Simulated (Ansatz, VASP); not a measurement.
# Si2Se in VASP and in Ansatz

INCAR

```
ALGO = Normal ; EDIFF = 1E-6
EDIFFG = -0.04 ; ENCUT = 600
GGA = PE ; IBRION = 2
ISIF = 3 ; ISMEAR = 0
LASPH = T ; LCHARG = F
LREAL = F ; LWAVE = F
NELM = 100 ; NSW = 90
PREC = Accurate ; SIGMA = 0.1
```

The input KPOINTS:

```
k-points
0
Gamma
  4 4 4
```

POSCAR

```
Si2Se
1.0
    4.5928612700      0.0000000000      0.0000000000
    0.0000000000      4.5928612700      0.0000000000
    0.0000000000      0.0000000000      6.3765736400
Si Se
4 2
Direct
    0.5000000000      0.5000000000      0.6463200100
    0.5000000000      0.5000000000      0.1463200100
    0.5000000000      0.5000000000      0.3536799900
    0.5000000000      0.5000000000      0.8536799900
    0.0000000000      0.5000000000      0.0000000000
    0.5000000000      0.0000000000      0.5000000000
```

Input for Ansatz:

```yaml
crystal:
  lattice:
    - [4.59286127, 0.0, 0.0]
    - [0.0, 4.59286127, 0.0]
    - [0.0, 0.0, 6.37657364]
  atoms:
    - { symbol: Si, position: [0.5, 0.5, 0.64632001] }
    - { symbol: Si, position: [0.5, 0.5, 0.14632001] }
    - { symbol: Si, position: [0.5, 0.5, 0.35367999] }
    - { symbol: Si, position: [0.5, 0.5, 0.85367999] }
    - { symbol: Se, position: [0.0, 0.5, 0.0] }
    - { symbol: Se, position: [0.5, 0.0, 0.5] }
basis:
  ecutwfc: 420
kpoints:
  mp_grid: { grid: [4, 4, 4] }
hamiltonian:
  xc: pbe
scf:
  occupations: { method: gaussian, width: 0.1 }
  lower_state_search: "off"
output:
  forces: true
  stress: true
  eigenvalues: true
relax:
  adjacent_minimum: "off"
  f_tol: 0.04
  max_steps: 70
  cell: { stress_tol: 0.4 }
```

Alike in both runs: task relaxation of cell and atoms; functional PBE; k mesh 4 × 4 × 4; occupations gaussian, width 0.1 eV; no spin polarisation.

|  | VASP | Ansatz |
| --- | --- | --- |
| version | VASP 6.6.1 | Ansatz 0.2.0 |
| potentials or method | VASP PAW PBE potentials, release 64 (Si, Se), cutoff 600 eV | scalar-relativistic, plane waves, PAW |
| valence electrons in the cell | 28 | 48 |

```tsv
	VASP	Ansatz	Ansatz less VASP
gap on the k mesh at the Fermi level, each at its own relaxed structure (eV)	none	none	-
relaxed volume (Å³/atom)	23.65	32.36	+8.706
relaxed cell length with the largest relative difference (Å)	3.456	4.510	+1.0536
```

A gap of «none» marks a metal or a gap that the smearing closes. One of these differences is far larger than is usual between the two programs; its cause wasn't traced. VASP's potentials hold 28 valence electrons a cell and Ansatz's 48, so a difference there can come from the potentials and not from the codes.
